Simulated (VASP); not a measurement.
A run of VASP 6.6.1:

The input INCAR:

```
SYSTEM = NbRu
ALGO = Fast
EDIFF = 1E-7
ENCUT = 520
GGA = PS
ISIF = 2
ISMEAR = 0
LASPH = .TRUE.
LCHARG = .TRUE.
LELF = .TRUE.
LREAL = .FALSE.
LVHAR = .TRUE.
LWAVE = .FALSE.
NBANDS = 20
NELM = 80
PREC = Accurate
SIGMA = 0.15
```

File KPOINTS:

```
k-points
0
G
  16 16 16
  0 0 0
```

POSCAR

```
NbRu
1.0
    3.2903130600      0.6224916600      0.6224916600
    0.6224916600      3.2903130600      0.6224916600
    0.6224916600      0.6224916600      3.2903130600
Nb Ru
1 1
Direct
    0.0000000000      0.0000000000      0.0000000000
    0.5000000000      0.5000000000      0.5000000000
```

Potentials or basis: VASP PAW PBE potentials, release 64 (Nb_sv, Ru_pv).

The run is started by

```console
$ cat potpaw_PBE.64/Nb_sv/POTCAR potpaw_PBE.64/Ru_pv/POTCAR > POTCAR
$ mpirun -np 1 vasp_std > vasp.out
```

Hardware: 1 thread of Intel(R) Xeon(R) 6975P-C (Granite Rapids), on a shared host.

Problem. Estimate the wall time of this run.

Solution. It took 4.1 min on 1 thread of Intel(R) Xeon(R) 6975P-C (Granite Rapids) (shared host), peak memory 0.37 GiB. Counts: scf iterations 23, k points 417.
